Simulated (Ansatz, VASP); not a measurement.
Two plane-wave programs on Hf

```
Hf
1.0
     3.10080    0.00000    0.00000
    -1.55040    2.68537    0.00000
     0.00000    0.00000    5.20953
Hf
2
Direct
  0.33333 0.66667 0.25000
  0.66667 0.33333 0.75000
```

Change from the starting cell: strain -0.030 along x and y, +0.030 along z, atoms carried along.

Alike in both runs: task single point; functional PBE; k mesh 18 × 18 × 10; occupations gaussian, width 0.15 eV; no spin polarisation.

```csv
,VASP,Ansatz
version,VASP 6.6.1,Ansatz 0.2.0
potentials or method,"VASP PAW PBE potentials, release 64 (Hf_pv), cutoff 520 eV","scalar-relativistic, plane waves, PAW"
valence electrons in the cell,20,52
```

```tsv
	VASP	Ansatz	Ansatz less VASP
gap on the k mesh at the Fermi level (eV)	none	none	-
pressure (GPa)	3.9	4.3	+0.42
traceless stress, the component that is largest in VASP (GPa)	-5.10	-5.04	+0.063
```

A gap of «none» marks a metal or a gap that the smearing closes. VASP's potentials hold 20 valence electrons a cell and Ansatz's 52, so a difference there can come from the potentials and not from the codes.

Spin-orbit coupling is off throughout.
